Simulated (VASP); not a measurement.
V:

```xyz
2
Lattice="3.0931 0.0000 0.0000 -1.5465 2.6787 0.0000 0.0000 0.0000 4.8025" Properties=species:S:1:pos:R:3 pbc="T T T"
V     0.0000    1.7858    1.2006
V     1.5465    0.8929    3.6019
```

This isn't the form of V at room conditions, which is bcc.

```yaml
Program: VASP 6.6.1
Task: relaxation of cell and atoms
Functional: PBEsol
Potentials_or_basis: VASP PAW PBE potentials, release 64 (V_sv)
Cutoff: 600 eV
k_mesh: 6 × 6 × 4
Occupations: gaussian, width 0.1 eV
Spin: collinear spin, ferromagnetic start
Starting_moments: "[1.21, 1.21] μB"
```

At the start: pressure -30.6 GPa; volume 19.90 Å³/atom.

How do energy, volume and symmetry change on relaxing?

Over 15 steps the energy falls by 950.4 meV/atom and the volume is 13.30 Å³/atom (-33.2 %); space group P6_3/mmc (No. 194, to 0.1 Å) before and after; moment 0.00 μB per cell.

Step by step:
| step | energy change (eV) | largest force (eV/Å) | pressure (GPa) | volume (Å³) |
| --- | --- | --- | --- | --- |
| 1 | 0.0000 | 0.0000 | -30.64 | 39.79 |
| 2 | -0.9824 | 0.0000 | 59.29 | 21.66 |
| 3 | -1.7813 | 0.0000 | -1.85 | 27.03 |
| 4 | -1.7828 | 0.0000 | -0.32 | 26.81 |
| 5 | -1.7821 | 0.0000 | 1.24 | 26.59 |
| 6 | -1.7970 | 0.0000 | -1.43 | 26.96 |
| 7 | -1.8227 | 0.0000 | -8.40 | 28.03 |
| 8 | -1.8249 | 0.0000 | -8.59 | 28.05 |
| 9 | -1.8307 | 0.0000 | -8.97 | 28.10 |
| 10 | -1.8382 | 0.0000 | -9.64 | 28.19 |
| 11 | -1.8380 | 0.0000 | -10.62 | 28.34 |
| 12 | -1.8407 | 0.0000 | -9.97 | 28.24 |
| 13 | -1.8515 | 0.0000 | -9.10 | 28.08 |
| 14 | -1.8780 | 0.0000 | -6.37 | 27.58 |
| 15 | -1.9008 | 0.0000 | -0.29 | 26.60 |

Final structure:
```
V
1.0
     2.56230    0.00000    0.00000
    -1.28115    2.21902    0.00000
     0.00000    0.00000    4.67803
V
2
Cartesian
  0.0000 1.4793 1.1695
  1.2811 0.7397 3.5085
```

Caveat: the k points lie up to 0.47 Å⁻¹ apart in the final cell, too coarse for converged energies and pressures of a metal; the volume moved by over 15 % at a fixed basis, so the end points are rough; the moments typed at the start vanished in this run; the PAW data sets were made with another functional, which shifts forces and pressure a little.
